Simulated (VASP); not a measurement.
A run of VASP 6.6.1 is set up as follows.

The input INCAR:

```
SYSTEM = Ca
  ALGO = Normal
  EDIFF = 1E-6
  ENCUT = 520
  GGA = PE
  ISIF = 2
  ISMEAR = -1
  LASPH = .TRUE.
  LCHARG = .FALSE.
  LREAL = .FALSE.
  LWAVE = .FALSE.
  NBANDS = 17
  NELM = 80
  PREC = Accurate
  SIGMA = 0.05
```

Contents of KPOINTS:

```
k-points
0
G
  8 8 5
  0 0 0
```

File POSCAR:

```
Ca
1.0
    3.9800000000      0.0000000000      0.0000000000
   -1.9900000000      3.4467811071      0.0000000000
    0.0000000000      0.0000000000      6.5200000000
Ca
2
Direct
    0.3333333333      0.6666666667      0.2500000000
    0.6666666667      0.3333333333      0.7500000000
```

Potentials or basis: VASP PAW PBE potentials, release 64 (Ca_sv).

Run with:

```sh
$ cat potpaw_PBE.64/Ca_sv/POTCAR > POTCAR
$ mpirun -np 1 vasp_std > vasp.out
```

(1) What does it give for the band gap on the k mesh?

(2) What does it give for the pressure?

Results:

(1) zero (band 10 reaches 2.05 eV, above the bottom of band 11 at 1.52 eV).

(2) -0.8 GPa.
